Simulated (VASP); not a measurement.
# Se (P3_121) in VASP: further runs

Se is run at these levels: PBE+D3(BJ); tasks: single point.

All numbers are computed with VASP 6.6.1; they aren't measurements. Logs are shortened: lines on timing, memory, paths and dates and some standing lists are left out, and cuts for length are marked.

## 1. The cell of the first run

Symmetry: P3_121, No. 152, trigonal system. Conventional cell: a = 4.068 Å, b = 4.068 Å, c = 5.128 Å, α = 90.00°, β = 90.00°, γ = 120.00°. Se (site symmetry 2) has 6 Se at 2.52 to 3.14 Å within 3.3 Å.

## 2. Single point, PBE+D3(BJ) (c/a of the conventional cell at fixed volume 1.2605)

INCAR reads:

```
SYSTEM = Se
ALGO = Normal ; EDIFF = 1E-7
ENCUT = 520 ; GGA = PE
ISIF = 2 ; ISMEAR = 0
IVDW = 12 ; LASPH = .TRUE.
LCHARG = .FALSE. ; LREAL = .FALSE.
LWAVE = .FALSE. ; NBANDS = 16
NELM = 60 ; PREC = Accurate
SIGMA = 0.05
```

KPOINTS reads:

```
k-points
0
G
  9 9 8
  0 0 0
```

POSCAR reads:

```
Se
1.0
    4.0681465756      0.0000000000      0.0000000000
   -2.0340732878      3.5231182808      0.0000000000
    0.0000000000      0.0000000000      5.1277306289
Se
3
Direct
    0.2627083307      0.0000000000      0.3333333333
    0.0000000000      0.2627083307      0.6666666667
    0.7372916693      0.7372916693      0.0000000000
```

Potentials or basis: VASP PAW PBE potentials, release 64 (Se).

Started as:

```sh
> cat potpaw_PBE.64/Se/POTCAR > POTCAR
> mpirun -np 1 vasp_std > vasp.out
```

OUTCAR:

```text
SYSTEM = Se
   EDIFF = 1E-7
   ENCUT = 520
   GGA = PE
   ISIF = 2
   ISMEAR = 0
   IVDW = 12
   LASPH = .TRUE.
   LREAL = .FALSE.
   NELM = 60
   PREC = Accurate
 IVDW          = 12

 ion  position               nearest neighbor table
   1  0.263  0.000  0.333-   3 2.52   2 2.52
   2  0.000  0.263  0.667-   3 2.52   1 2.52
   3  0.737  0.737  0.000-   1 2.52   2 2.52

  LATTYP: Found a hexagonal cell.
 ALAT       =     4.0681465756
 C/A-ratio  =     1.2604586717

  Lattice vectors:

 A1 = (   4.0681465756,   0.0000000000,   0.0000000000)
 A2 = (  -2.0340732878,   3.5231182808,   0.0000000000)
 A3 = (   0.0000000000,   0.0000000000,   5.1277306289)

Analysis of symmetry for initial positions (statically):
=====================================================================
 Subroutine PRICEL returns:
 Original cell was already a primitive cell.

 Routine SETGRP: Setting up the symmetry group for a
 hexagonal supercell.

 Subroutine GETGRP returns: Found  6 space group operations
 (whereof  2 operations were pure point group operations)
 out of a pool of 24 trial point group operations.

The static configuration has the point symmetry C_2 .
 The point group associated with its full space group is D_3 .

Analysis of symmetry for dynamics (positions and initial velocities):
=====================================================================
 Subroutine PRICEL returns:
 Original cell was already a primitive cell.

 Routine SETGRP: Setting up the symmetry group for a
 hexagonal supercell.

 Subroutine GETGRP returns: Found  6 space group operations
 (whereof  2 operations were pure point group operations)
 out of a pool of 24 trial point group operations.

The dynamic configuration has the point symmetry C_2 .
 The point group associated with its full space group is D_3 .

 Subroutine INISYM returns: Found  6 space group operations
 (whereof  2 operations are pure point group operations),
 and found     1 'primitive' translations

----------------------------------------------------------------------------------------

                                     Primitive cell

  volume of cell :      73.4935

  direct lattice vectors                    reciprocal lattice vectors
     4.068146576  0.000000000  0.000000000     0.245812185  0.141919731  0.000000000
    -2.034073288  3.523118281  0.000000000     0.000000000  0.283839463  0.000000000
     0.000000000  0.000000000  5.127730629     0.000000000  0.000000000  0.195018045

  length of vectors
     4.068146576  4.068146576  5.127730629     0.283839463  0.283839463  0.195018045

  position of ions in fractional coordinates (direct lattice)
     0.262708331  0.000000000  0.333333333
     1.000000000  0.262708331  0.666666667
     0.737291669  0.737291669  0.000000000

  ion indices of the primitive-cell ions
   primitive index   ion index
                 1           1
                 2           2
                 3           3

----------------------------------------------------------------------------------------

 KPOINTS: k-points

Automatic generation of k-mesh.
 Grid dimensions read from file:
 generate k-points for:    9    9    8

 Generating k-lattice:

  Cartesian coordinates                     Fractional coordinates (reciprocal lattice)
     0.027312465  0.015768859  0.000000000     0.111111111  0.000000000  0.000000000
     0.000000000  0.031537718  0.000000000     0.000000000  0.111111111  0.000000000
     0.000000000  0.000000000  0.024377256     0.000000000  0.000000000  0.125000000

  Length of vectors
     0.031537718  0.031537718  0.024377256

  Shift w.r.t. Gamma in fractional coordinates (k-lattice)
     0.000000000  0.000000000  0.000000000

 Subroutine IBZKPT returns following result:
 ===========================================

 Found     81 irreducible k-points:

 Following reciprocal coordinates:
            Coordinates               Weight
  0.000000  0.000000  0.000000      1.000000
  0.111111 -0.000000  0.000000      6.000000
  0.222222  0.000000  0.000000      6.000000
  0.333333 -0.000000  0.000000      6.000000
  0.444444  0.000000  0.000000      6.000000
  0.111111  0.111111  0.000000      6.000000
[... 16 lines left out ...]
  0.222222  0.111111  0.125000     12.000000
 -0.111111  0.333333  0.125000     12.000000
 [... further k-points ...]
   k-points           NKPTS =     81   k-points in BZ     NKDIM =     81   number of bands    NBANDS=     16
   number of dos      NEDOS =    301   number of ions     NIONS =      3
   total plane-waves  NPLWV =  36000
   dimension x,y,z NGX =    30 NGY =   30 NGZ =   40
   dimension x,y,z NGXF=    60 NGYF=   60 NGZF=   80
   ions per type =               3
   NGX,Y,Z   is equivalent  to a cutoff of  12.26, 12.26, 12.97 a.u.
   NGXF,Y,Z  is equivalent  to a cutoff of  24.52, 24.52, 25.94 a.u.
 SYSTEM =  Se
   PREC   = accura    normal or accurate (medium, high low for compatibility)
   ISTART =      0    job   : 0-new  1-cont  2-samecut
   ICHARG =      2    charge: 1-file 2-atom 10-const
   ISPIN  =      1    spin polarized calculation?
   LNONCOLLINEAR =      F non collinear calculations
   LSORBIT =      F    spin-orbit coupling
   LASPH  =      T    aspherical Exc in radial PAW
   ENCUT  =  520.0 eV  38.22 Ry    6.18 a.u.   7.56  7.56  9.53*2*pi/ulx,y,z
   NELM   =     60;   NELMIN=  2; NELMDL= -5     # of ELM steps
   EDIFF  = 0.1E-06   stopping-criterion for ELM
   LREAL  =      F    real-space projection
   EDIFFG = 0.1E-05   stopping-criterion for IOM
   NSW    =      0    number of steps for IOM
   IBRION =     -1    ionic relax: 0-MD 1-quasi-New 2-CG
   NFREE  =      0    steps in history (QN), initial steepest desc. (CG)
   ISIF   =      2    stress and relaxation
   ISYM   =      2    0-nonsym 1-usesym 2-fastsym
   POTIM  = 0.5000    time-step for ionic-motion
   TEBEG  =    0.0;   TEEND  =   0.0 temperature during run
   PSTRESS=    0.0 pullay stress
   NELECT =      18.0000    total number of electrons
   NUPDOWN=      -1.0000    fix difference up-down
   EMIN   =  10.00;   EMAX   =-10.00  energy-range for DOS
   EFERMI =   0.00;   METHOD = LEGACY
   ISMEAR =     0;   SIGMA  =   0.05  broadening in eV -4-tet -1-fermi 0-gaus
   EFERMI_NEDOS =   21; number of points for ismear=-14 and -15
   IALGO  =     38    algorithm
   IMIX   =      4    mixing-type and parameters
     AMIX     =   0.40;   BMIX     =  1.00
     AMIX_MAG =   1.60;   BMIX_MAG =  1.00
  volume/ion in A,a.u.               =      24.50       165.32
  Fermi-wavevector in a.u.,A,eV,Ry     =   1.024274  1.935597 14.274368  1.049136
  Thomas-Fermi vector in A             =   2.158052
   LORBIT       =      0    0 simple, 1 ext, 2 COOP (PROOUT), +10 PAW based schemes
   GGA     = PE    functional components
   LHFCALC =     F    Hartree Fock is set to
   AEXX    =    0.0000 exact exchange contribution
   IVDW    =    12    specifies the selected vdW correction
   LEPSILON=     F    determine dielectric tensor
   LRPA    =     F    only Hartree local field effects (RPA)
 non-spin polarized calculation
 Gauss-broadening in eV      SIGMA  =   0.05
  energy-cutoff  :      520.00
  volume of cell :       73.49
 maximum number of plane-waves:      2000
   NGX = 15   NGY = 15   NGZ = 19

 number of electron      17.9999999 magnetization

 Free energy of the ion-electron system (eV)
  ---------------------------------------------------
  ext. energy  EPLUGINS =         0.00000000
  ---------------------------------------------------
  free energy    TOTEN  =       -10.37347443 eV

  energy without entropy =      -10.37347443  energy(sigma->0) =      -10.37347443

 E-fermi :   3.9523     XC(G=0):  -9.4714

 val. band max:        3.7156148111   @ k =   0.3333   0.3333   0.5000
 cond. band min:       4.2381252515   @ k =   0.3333   0.3333   0.5000
 fundamental gap:      0.5225104405
 Fermi energy:         3.9523120944

 k-point     1 :       0.0000    0.0000    0.0000
  band No.  band energies     occupation
      1     -12.0313      2.00000
      2      -8.1585      2.00000
      3      -8.1585      2.00000
      4       0.1398      2.00000
      5       0.4424      2.00000
      6       0.4424      2.00000
[... 8 lines left out ...]
     15      10.8103      0.00000
     16      11.9185      0.00000

 k-point     2 :       0.1111   -0.0000    0.0000
  band No.  band energies     occupation
      1     -11.9421      2.00000
      2      -8.2023      2.00000
      3      -8.1448      2.00000
      4      -0.4446      2.00000
      5       0.0609      2.00000
      6       0.3235      2.00000
[... 8 lines left out ...]
     15      11.2818      0.00000
     16      11.8943      0.00000

 k-point     3 :       0.2222    0.0000    0.0000
  band No.  band energies     occupation
      1     -11.6888      2.00000
      2      -8.3640      2.00000
      3      -8.1068      2.00000
      4      -1.1933      2.00000
      5      -0.4632      2.00000
      6      -0.0075      2.00000
[... 8 lines left out ...]
     15      11.8444      0.00000
     16      12.5613      0.00000

 k-point     4 :       0.3333   -0.0000    0.0000
  band No.  band energies     occupation
      1     -11.3268      2.00000
      2      -8.6660      2.00000
      3      -8.0588      2.00000
      4      -1.5410      2.00000
      5      -0.8763      2.00000
      6      -0.2787      2.00000
[... 8 lines left out ...]
     15      12.6915      0.00000
     16      13.6887      0.00000
[... 324 lines left out ...]
 k-point    22 :       0.1111    0.1111    0.1250
  band No.  band energies     occupation
      1     -11.7047      2.00000
      2      -8.9084      2.00000
      3      -7.5556      2.00000
      4      -0.9068      2.00000
      5      -0.5563      2.00000
      6       0.3747      2.00000
[... 8 lines left out ...]
     15      11.6951      0.00000
     16      12.2519      0.00000

 k-point    23 :       0.2222    0.1111    0.1250
  band No.  band energies     occupation
      1     -11.4004      2.00000
      2      -8.8636      2.00000
      3      -7.8393      2.00000
      4      -1.3025      2.00000
      5      -0.8476      2.00000
      6       0.2341      2.00000
[... 8 lines left out ...]
     15      12.2219      0.00000
     16      12.6674      0.00000

 k-point    24 :      -0.1111    0.3333    0.1250
  band No.  band energies     occupation
      1     -11.3945      2.00000
      2      -8.9466      2.00000
      3      -7.7204      2.00000
      4      -1.5553      2.00000
      5      -0.9345      2.00000
      6       0.0209      2.00000
[... 8 lines left out ...]
     15      12.8834      0.00000
     16      13.3843      0.00000

 [... further k-points ...]

------------------------ aborting loop because EDIFF is reached ----------------------------------------

 Edisp (eV)   -1.06921

 E8    (eV) :    -0.4418

  FORCE on cell =-STRESS in cart. coord.  units (eV):
  Direction    XX          YY          ZZ          XY          YZ          ZX
  --------------------------------------------------------------------------------------
  -------------------------------------------------------------------------------------
  Total      -1.13444    -1.13444    -1.13184    -0.00000     0.00000     0.00000
  in kB     -24.73099   -24.73099   -24.67438    -0.00000     0.00000     0.00000
  external pressure =      -24.71 kB  Pullay stress =        0.00 kB

 VOLUME and BASIS-vectors are now :
 -----------------------------------------------------------------------------
  energy-cutoff  :      520.00
  volume of cell :       73.49
      direct lattice vectors                 reciprocal lattice vectors
     4.068146576  0.000000000  0.000000000     0.245812185  0.141919731  0.000000000
    -2.034073288  3.523118281  0.000000000     0.000000000  0.283839463  0.000000000
     0.000000000  0.000000000  5.127730629     0.000000000  0.000000000  0.195018045

 POSITION                                       TOTAL-FORCE (eV/Angst)
 -----------------------------------------------------------------------------------
      1.06874      0.00000      1.70924        -0.493951     -0.000000      0.000000
     -0.53437      0.92555      3.41849         0.246975     -0.427774     -0.000000
      1.49971      2.59757      0.00000         0.246975      0.427774     -0.000000
 -----------------------------------------------------------------------------------
    total drift:                               -0.000000     -0.000001      0.000000

  FREE ENERGIE OF THE ION-ELECTRON SYSTEM (eV)
  ---------------------------------------------------
  free  energy   TOTEN  =       -11.4426881564 eV

  energy  without entropy=      -11.4426881564  energy(sigma->0) =      -11.44268816
```

It took 36 s on 1 thread of AMD EPYC 9R45 (Zen 5), shared host; peak memory 0.2 GiB.

What came out:

```
Free energy                : -11.4427 eV
Pressure                   : -2.5 GPa
Largest force              : 0.494 eV/Å
Band gap on the k mesh     : 0.52 eV, direct
Dispersion energy per atom : -0.356 eV
```

Forces in eV/Å, atoms in the order of the input:
```
Se  -0.494  0.000  0.000
Se   0.247 -0.428  0.000
Se   0.247  0.428  0.000
```

Levels at points of the mesh, in eV from the valence-band top:
```csv
k point,band 5,band 6,band 7,band 8,band 9,band 10,band 11,band 12,band 13,band 14
"(0.00, 0.00, 0.00)",-3.27,-3.27,-1.88,-1.88,-0.80,1.30,1.30,1.76,6.52,6.52
"(0.00, 0.00, 0.50)",-3.06,-3.06,-1.37,-1.29,-1.29,0.56,0.56,0.73,5.73,6.81
```

 A k mesh can miss the band edges.

[end of part 1 of 3]
